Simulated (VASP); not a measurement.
CdSb3O, 5 atoms in the cell. It takes space group P4/mmm (No. 123, tetragonal). Conventional cell: a = 4.296 Å, b = 4.296 Å, c = 6.951 Å, α = 90.00°, β = 90.00°, γ = 90.00°. Within 2.5 Å of Cd (site symmetry 4/mmm) lie 2 Sb at 1.88 Å. Within 4.0 Å of Sb (site symmetry 4/mmm) lie 4 O at 3.04 Å and 8 Sb at 3.43 Å. Sb (site symmetry 4mm) has 1 O at 1.60 Å and 1 Cd at 1.88 Å within 2.1 Å. O (site symmetry 4/mmm) has 2 Sb at 1.60 Å within 2.1 Å. 

* Program: VASP 6.6.1
* Task: relaxation of cell and atoms
* Functional: PBE
* Potentials or basis: VASP PAW PBE potentials, release 64 (Cd, Sb, O)
* Cutoff: 600 eV
* k mesh: 4 × 4 × 4
* Occupations: gaussian, width 0.1 eV
* Spin: no spin polarisation
* Dipole correction: no
* Further INCAR settings: ALGO = Normal; EDIFF = 1e-06; IBRION = 2; EDIFFG = -0.04; NSW = 90; ISIF = 3

Potentials or basis: VASP PAW PBE potentials, release 64 (Cd, Sb, O).

Launch:

```sh
$ cat potpaw_PBE.64/Cd/POTCAR potpaw_PBE.64/Sb/POTCAR potpaw_PBE.64/O/POTCAR > POTCAR
$ mpirun -np 1 vasp_std > vasp.out
```

Hardware: 1 thread of AMD EPYC 7R43 64-Core Processor (Zen 3) (shared host).

**Question.** How long does it take, and how much memory?

**Answer.** Run time: 29 min on 1 thread of AMD EPYC 7R43 64-Core Processor (Zen 3) (shared host), peak memory 0.25 GiB. Counts: scf iterations 335, k points 18, ion steps 29.
